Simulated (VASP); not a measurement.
# CuO (Cccm) in VASP: settings compared

CuO is run at these levels: PBEsol, LDA, r2SCAN0; tasks: single point.

Program: VASP 6.6.1. These are calculated values, not measurements. Logs are shortened: lines on timing, memory, paths and dates and some standing lists are left out, and cuts for length are marked.

**1. The cell of the first run**

It takes space group Cccm (No. 66, orthorhombic). The conventional cell has a = 4.060 Å, b = 4.392 Å, c = 5.257 Å, α = 90.00°, β = 90.00°, γ = 90.00°. Within 2.6 Å of Cu (site symmetry 2/m) lie 4 O at 1.99 Å. Within 2.7 Å of O (site symmetry 222) lie 4 Cu at 1.99 Å and 2 O at 2.63 Å.

**2. Single point, PBEsol**

INCAR

```
SYSTEM = CuO
ALGO = Normal
EDIFF = 1E-6
ENCUT = 820
GGA = PS
GGA_COMPAT = .FALSE.
ISIF = 2
ISMEAR = -1
LASPH = .TRUE.
LCHARG = .TRUE.
LELF = .TRUE.
LREAL = .FALSE.
LVHAR = .TRUE.
LWAVE = .FALSE.
NBANDS = 33
NELM = 120
PREC = Accurate
SIGMA = 0.05
```

KPOINTS

```
k-points
0
G
  9 9 5
  0 0 0
```

POSCAR

```
CuO
1.0
    2.0300165018     -2.1957871937      0.0000000000
    2.0300165018      2.1957871937      0.0000000000
    0.0000000000      0.0000000000      5.2570503003
Cu O
2 2
Direct
    0.5000000000      0.0000000000      0.0000000000
    0.0000000000      0.5000000000      0.5000000000
    0.5000000000      0.5000000000      0.2500000000
    0.5000000000      0.5000000000      0.7500000000
```

Potentials or basis: VASP PAW PBE potentials, release 64 (Cu_sv_GW, O).

The run is started by

```console
cat potpaw_PBE.64/Cu_sv_GW/POTCAR potpaw_PBE.64/O/POTCAR > POTCAR
mpirun -np 1 vasp_std > vasp.out
```

OUTCAR:

```text
SYSTEM = CuO
   EDIFF = 1E-6
   ENCUT = 820
   GGA = PS
   ISIF = 2
   ISMEAR = -1
   LASPH = .TRUE.
   LREAL = .FALSE.
   NELM = 120
   PREC = Accurate

 ion  position               nearest neighbor table
   1  0.500  0.000  0.000-   3 1.99   4 1.99   3 1.99   4 1.99
   2  0.000  0.500  0.500-   3 1.99   4 1.99   3 1.99   4 1.99
   3  0.500  0.500  0.250-   1 1.99   2 1.99   1 1.99   2 1.99
   4  0.500  0.500  0.750-   1 1.99   2 1.99   1 1.99   2 1.99

  LATTYP: Found a base centered orthorhombic cell.
 ALAT       =     4.0600330036
 B/A-ratio  =     1.0816597756
 C/A-ratio  =     1.2948294498

  Lattice vectors:

 A1 = (   2.0300165018,  -2.1957871937,   0.0000000000)
 A2 = (   2.0300165018,   2.1957871937,   0.0000000000)
 A3 = (   0.0000000000,   0.0000000000,   5.2570503003)

Analysis of symmetry for initial positions (statically):
=====================================================================
 Subroutine PRICEL returns:
 Original cell was already a primitive cell.

 Routine SETGRP: Setting up the symmetry group for a
 base centered orthorhombic supercell.

 Subroutine GETGRP returns: Found  8 space group operations
 (whereof  4 operations were pure point group operations)
 out of a pool of  8 trial point group operations.

The static configuration has the point symmetry C_2h.
 The point group associated with its full space group is D_2h.

Analysis of symmetry for dynamics (positions and initial velocities):
=====================================================================
 Subroutine PRICEL returns:
 Original cell was already a primitive cell.

 Routine SETGRP: Setting up the symmetry group for a
 base centered orthorhombic supercell.

 Subroutine GETGRP returns: Found  8 space group operations
 (whereof  4 operations were pure point group operations)
 out of a pool of  8 trial point group operations.

The dynamic configuration has the point symmetry C_2h.
 The point group associated with its full space group is D_2h.

 Subroutine INISYM returns: Found  8 space group operations
 (whereof  4 operations are pure point group operations),
 and found     1 'primitive' translations

----------------------------------------------------------------------------------------

                                     Primitive cell

  volume of cell :      46.8664

  direct lattice vectors                    reciprocal lattice vectors
     2.030016502 -2.195787194  0.000000000     0.246303417 -0.227708770  0.000000000
     2.030016502  2.195787194  0.000000000     0.246303417  0.227708770  0.000000000
     0.000000000  0.000000000  5.257050300     0.000000000  0.000000000  0.190220740

  length of vectors
     2.990392683  2.990392683  5.257050300     0.335435026  0.335435026  0.190220740

  position of ions in fractional coordinates (direct lattice)
     0.500000000  0.000000000  0.000000000
     0.000000000  0.500000000  0.500000000
     0.500000000  0.500000000  0.250000000
     0.500000000  0.500000000  0.750000000

  ion indices of the primitive-cell ions
   primitive index   ion index
                 1           1
                 2           2
                 3           3
                 4           4

----------------------------------------------------------------------------------------

 KPOINTS: k-points

Automatic generation of k-mesh.
 Grid dimensions read from file:
 generate k-points for:    9    9    5

 Generating k-lattice:

  Cartesian coordinates                     Fractional coordinates (reciprocal lattice)
     0.027367046 -0.025300974  0.000000000     0.111111111 -0.000000000  0.000000000
     0.027367046  0.025300974  0.000000000    -0.000000000  0.111111111  0.000000000
     0.000000000  0.000000000  0.038044148     0.000000000  0.000000000  0.200000000

  Length of vectors
     0.037270558  0.037270558  0.038044148

  Shift w.r.t. Gamma in fractional coordinates (k-lattice)
     0.000000000  0.000000000  0.000000000

 Subroutine IBZKPT returns following result:
 ===========================================

 Found     75 irreducible k-points:

 Following reciprocal coordinates:
            Coordinates               Weight
  0.000000  0.000000  0.000000      1.000000
  0.111111 -0.000000  0.000000      4.000000
  0.222222 -0.000000  0.000000      4.000000
  0.333333  0.000000  0.000000      4.000000
  0.444444 -0.000000  0.000000      4.000000
  0.111111  0.111111  0.000000      2.000000
[... 16 lines left out ...]
 -0.333333  0.333333  0.000000      2.000000
  0.444444  0.444444  0.000000      2.000000
 [... further k-points ...]
   k-points           NKPTS =     75   k-points in BZ     NKDIM =     75   number of bands    NBANDS=     33
   number of dos      NEDOS =    301   number of ions     NIONS =      4
   total plane-waves  NPLWV =  39200
   dimension x,y,z NGX =    28 NGY =   28 NGZ =   50
   dimension x,y,z NGXF=    56 NGYF=   56 NGZF=  100
   ions per type =               2   2
   NGX,Y,Z   is equivalent  to a cutoff of  15.57, 15.57, 15.81 a.u.
   NGXF,Y,Z  is equivalent  to a cutoff of  31.13, 31.13, 31.62 a.u.
 SYSTEM =  CuO
   PREC   = accura    normal or accurate (medium, high low for compatibility)
   ISTART =      0    job   : 0-new  1-cont  2-samecut
   ICHARG =      2    charge: 1-file 2-atom 10-const
   ISPIN  =      1    spin polarized calculation?
   LNONCOLLINEAR =      F non collinear calculations
   LSORBIT =      F    spin-orbit coupling
   LASPH  =      T    aspherical Exc in radial PAW
   ENCUT  =  820.0 eV  60.27 Ry    7.76 a.u.   6.98  6.98 12.27*2*pi/ulx,y,z
   NELM   =    120;   NELMIN=  2; NELMDL= -5     # of ELM steps
   EDIFF  = 0.1E-05   stopping-criterion for ELM
   LREAL  =      F    real-space projection
   EDIFFG = 0.1E-04   stopping-criterion for IOM
   NSW    =      0    number of steps for IOM
   IBRION =     -1    ionic relax: 0-MD 1-quasi-New 2-CG
   NFREE  =      0    steps in history (QN), initial steepest desc. (CG)
   ISIF   =      2    stress and relaxation
   ISYM   =      2    0-nonsym 1-usesym 2-fastsym
   POTIM  = 0.5000    time-step for ionic-motion
   TEBEG  =    0.0;   TEEND  =   0.0 temperature during run
   PSTRESS=    0.0 pullay stress
   NELECT =      50.0000    total number of electrons
   NUPDOWN=      -1.0000    fix difference up-down
   EMIN   =  10.00;   EMAX   =-10.00  energy-range for DOS
   EFERMI =   0.00;   METHOD = LEGACY
   ISMEAR =    -1;   SIGMA  =   0.05  broadening in eV -4-tet -1-fermi 0-gaus
   EFERMI_NEDOS =   21; number of points for ismear=-14 and -15
   IALGO  =     38    algorithm
   IMIX   =      4    mixing-type and parameters
     AMIX     =   0.40;   BMIX     =  1.00
     AMIX_MAG =   1.60;   BMIX_MAG =  1.00
  volume/ion in A,a.u.               =      11.72        79.07
  Fermi-wavevector in a.u.,A,eV,Ry     =   1.672801  3.161135 38.072665  2.798262
  Thomas-Fermi vector in A             =   2.757884
   LORBIT       =      0    0 simple, 1 ext, 2 COOP (PROOUT), +10 PAW based schemes
   GGA     = PS    functional components
   LHFCALC =     F    Hartree Fock is set to
   AEXX    =    0.0000 exact exchange contribution
   IVDW    =     0    specifies the selected vdW correction
   LEPSILON=     F    determine dielectric tensor
   LRPA    =     F    only Hartree local field effects (RPA)
 non-spin polarized calculation
  energy-cutoff  :      820.00
  volume of cell :       46.87
 maximum number of plane-waves:      2530
   NGX = 13   NGY = 13   NGZ = 25

 number of electron      49.9999970 magnetization

 Free energy of the ion-electron system (eV)
  ---------------------------------------------------
  ext. energy  EPLUGINS =         0.00000000
  ---------------------------------------------------
  free energy    TOTEN  =       -21.48242932 eV

  energy without entropy =      -21.46261326  energy(sigma->0) =      -21.47252129

 E-fermi :   4.0210     XC(G=0): -11.6130

 val. band max:        4.0209739741   @ k =   0.1111   0.1111   0.4000
 cond. band min:       4.0266754110   @ k =   0.2222   0.1111   0.0000
 fundamental gap:      0.0057014370
 Fermi energy:         4.0209809088

 k-point     1 :       0.0000    0.0000    0.0000
  band No.  band energies     occupation
      1    -108.1489      2.00000
      2    -108.1486      2.00000
      3     -65.7909      2.00000
      4     -65.7909      2.00000
      5     -65.7603      2.00000
      6     -65.7560      2.00000
[... 25 lines left out ...]
     32      18.1282      0.00000
     33      18.4353      0.00000

 k-point     2 :       0.1111   -0.0000    0.0000
  band No.  band energies     occupation
      1    -108.1488      2.00000
      2    -108.1486      2.00000
      3     -65.7921      2.00000
      4     -65.7909      2.00000
      5     -65.7600      2.00000
      6     -65.7560      2.00000
[... 25 lines left out ...]
     32      18.3162      0.00000
     33      18.4674      0.00000

 k-point     3 :       0.2222   -0.0000    0.0000
  band No.  band energies     occupation
      1    -108.1487      2.00000
      2    -108.1485      2.00000
      3     -65.7948      2.00000
      4     -65.7907      2.00000
      5     -65.7594      2.00000
      6     -65.7561      2.00000
[... 25 lines left out ...]
     32      18.2368      0.00000
     33      18.6492      0.00000

 k-point     4 :       0.3333    0.0000    0.0000
  band No.  band energies     occupation
      1    -108.1485      2.00000
      2    -108.1485      2.00000
      3     -65.7980      2.00000
      4     -65.7906      2.00000
      5     -65.7586      2.00000
      6     -65.7563      2.00000
[... 673 lines left out ...]
     32      15.2994      0.00000
     33      16.5430      0.00000

 k-point    23 :      -0.3333    0.3333    0.0000
  band No.  band energies     occupation
      1    -108.1484      2.00000
      2    -108.1482      2.00000
      3     -65.7985      2.00000
      4     -65.7968      2.00000
      5     -65.7579      2.00000
      6     -65.7561      2.00000
[... 25 lines left out ...]
     32      15.6632      0.00000
     33      16.9531      0.00000

 k-point    24 :       0.4444    0.4444    0.0000
  band No.  band energies     occupation
      1    -108.1482      2.00000
      2    -108.1480      2.00000
      3     -65.8005      2.00000
      4     -65.7986      2.00000
      5     -65.7567      2.00000
      6     -65.7563      2.00000
[... 25 lines left out ...]
     32      14.9500      0.00000
     33      15.4828      0.00000

 [... further k-points ...]

------------------------ aborting loop because EDIFF is reached ----------------------------------------

  FORCE on cell =-STRESS in cart. coord.  units (eV):
  Direction    XX          YY          ZZ          XY          YZ          ZX
  --------------------------------------------------------------------------------------
  -------------------------------------------------------------------------------------
  Total       -3.2928827     -3.9507927     -5.1627733      0.0000000      0.0000000      0.0000000
  in kB     -112.5705776   -135.0619071   -176.4947103      0.0000000      0.0000000      0.0000000
  external PRESSURE =    -141.3757316 kB  Pullay stress =       0.0000000 kB

 VOLUME and BASIS-vectors are now :
 -----------------------------------------------------------------------------
  energy-cutoff  :      820.00
  volume of cell :       46.87
      direct lattice vectors                 reciprocal lattice vectors
     2.030016502 -2.195787194  0.000000000     0.246303417 -0.227708770  0.000000000
     2.030016502  2.195787194  0.000000000     0.246303417  0.227708770  0.000000000
     0.000000000  0.000000000  5.257050300     0.000000000  0.000000000  0.190220740

 POSITION                                       TOTAL-FORCE (eV/Angst)
 -----------------------------------------------------------------------------------
      1.01501     -1.09789      0.00000         0.000000      0.000000      0.000000
      1.01501      1.09789      2.62853         0.000000      0.000000      0.000000
      2.03002      0.00000      1.31426         0.000000     -0.000000     -0.000000
      2.03002      0.00000      3.94279         0.000000      0.000000     -0.000000
 -----------------------------------------------------------------------------------
    total drift:                                0.000000      0.000000     -0.000000

  FREE ENERGIE OF THE ION-ELECTRON SYSTEM (eV)
  ---------------------------------------------------
  free  energy   TOTEN  =       -21.4824293192 eV

  energy  without entropy=      -21.4626132595  energy(sigma->0) =      -21.47252129
```

Wall time 3.9 min (1 thread of Intel Xeon Platinum 8259CL at 2.50GHz (Skylake/Cascade Lake), shared host); peak memory 0.35 GiB.

What came out:

```yaml
Free_energy: -21.4824 eV
Pressure: -14.1 GPa
Band_gap_on_the_k_mesh: zero (bands 25 and 26 overlap by 0.82 eV)
```

Stress tensor (GPa, compression positive):
```
-11.26   0.00   0.00
  0.00 -13.51   0.00
  0.00   0.00 -17.65
```

Caveat: the stress differs along the axes, from -18 to -11 GPa; the PAW data sets were made with another functional, which shifts forces and pressure a little; semilocal functionals often make such compounds metallic where correlation or magnetic order opens a gap, which also shifts bond lengths. With open d or f shells a metallic result of PBEsol can be an artefact of self-interaction; +U or a hybrid may open a gap.

**3. Single point, LDA**

This run uses another cell than the first one, of 11.05 Å³/atom.

INCAR

```
PREC = Accurate ; ENCUT = 820
EDIFF = 1E-6 ; ISMEAR = -1
SIGMA = 0.05 ; LREAL = False
LASPH = True ; NELM = 120
ALGO = Normal ; ISIF = 2
LWAVE = False ; LCHARG = True
GGA = CA ; LELF = True
LVHAR = True ; NBANDS = 33
GGA_COMPAT = False
```

KPOINTS

```
regular mesh
0
Gamma
  9 9 5
```

POSCAR

```
CuO
1.0
    1.9909680000     -2.1535500000      0.0000000000
    1.9909680000      2.1535500000      0.0000000000
    0.0000000000      0.0000000000      5.1559280000
Cu O
2 2
Direct
    0.5000000000      0.0000000000      0.0000000000
    0.0000000000      0.5000000000      0.5000000000
    0.5000000000      0.5000000000      0.2500000000
    0.5000000000      0.5000000000      0.7500000000
```

Potentials or basis: VASP PAW LDA potentials, release 64 (Cu_sv_GW, O).

The run is started by

```console
cat potpaw_LDA.64/Cu_sv_GW/POTCAR potpaw_LDA.64/O/POTCAR > POTCAR
mpirun -np 1 vasp_std > vasp.out
```

It took 2.3 min on 1 thread of Intel Xeon Platinum 8488C (Sapphire Rapids), shared host; peak memory 0.32 GiB.

The run converged. Its results:

```yaml
Free_energy: -23.5497 eV
Pressure: -12.5 GPa
Band_gap_on_the_k_mesh: zero (bands 25 and 26 overlap by 0.87 eV)
```

Stress tensor (GPa, compression positive):
```
-10.10   0.00   0.00
  0.00 -12.31   0.00
  0.00   0.00 -15.09
```

Levels at points of the mesh, in eV from the Fermi level:
```csv
k point,band 22,band 23,band 24,band 25,band 26,band 27,band 28,band 29
"(0.00, 0.00, 0.00)",-2.34,-2.26,-1.85,0.61,0.79,1.42,6.04,7.21
```

Caveat: the cell stands under tension; semilocal functionals often make such compounds metallic where correlation or magnetic order opens a gap, which also shifts bond lengths. With open d or f shells a metallic result of LDA can be an artefact of self-interaction; +U or a hybrid may open a gap.

(Continued in part 2 of 3.)

The gap in the log of VASP goes by the Fermi energy; the results here count the filled bands.